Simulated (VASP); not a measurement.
Set up this calculation in VASP 6.6.1, as the native input.

* Task: single point
* Functional: LDA
* Potentials or basis: VASP PAW LDA potentials, release 64 (Li_sv, Pt)
* Cutoff: 520 eV
* k mesh: 9 × 9 × 12
* Occupations: fermi-dirac, width 0.03 eV
* Spin: no spin polarisation
* Dipole correction: no
* Further INCAR settings: ALGO = Normal; EDIFF = 1e-06; NBANDS = 15

The structure of Li2Pt lies in POSCAR:

```
Li2Pt
1.0
    4.2278589765      0.0000000000      0.0000000000
   -2.1139294882      3.6614332773      0.0000000000
    0.0000000000      0.0000000000      2.6610000000
Li Pt
2 1
Direct
    0.3333333333      0.6666666667      0.5000000000
    0.6666666667      0.3333333333      0.5000000000
    0.0000000000      0.0000000000      0.0000000000
```

This cell differs from its parent crystal: equal xx and yy strain of +1 %.

The input as run:

INCAR

```
SYSTEM = Li2Pt
PREC = Accurate
ENCUT = 520
EDIFF = 1E-6
ISMEAR = -1
SIGMA = 0.03
LREAL = .False.
LASPH = .True.
NELM = 60
ALGO = Normal
ISIF = 2
LWAVE = .False.
LCHARG = .False.
NBANDS = 15
```

KPOINTS

```
regular mesh
0
Gamma
  9 9 12
  0 0 0
```

Potentials or basis: VASP PAW LDA potentials, release 64 (Li_sv, Pt).

The run is started by

```bash
$ cat potpaw_LDA.64/Li_sv/POTCAR potpaw_LDA.64/Pt/POTCAR > POTCAR
$ mpirun -np 1 vasp_std > vasp.out
```

Results of the run:

```
Band gap on the k mesh : zero (bands 8 and 9 overlap by 1.85 eV)
```

Caveat: the cell differs from its parent crystal (equal xx and yy strain of +1 %); spin-orbit coupling is left out, which moves the levels of the heavy elements.

Run time: 27 s on 1 thread of Intel(R) Xeon(R) Platinum 8259CL CPU @ 2.50GHz (Skylake/Cascade Lake), on a shared host, peak memory 0.17 GiB.
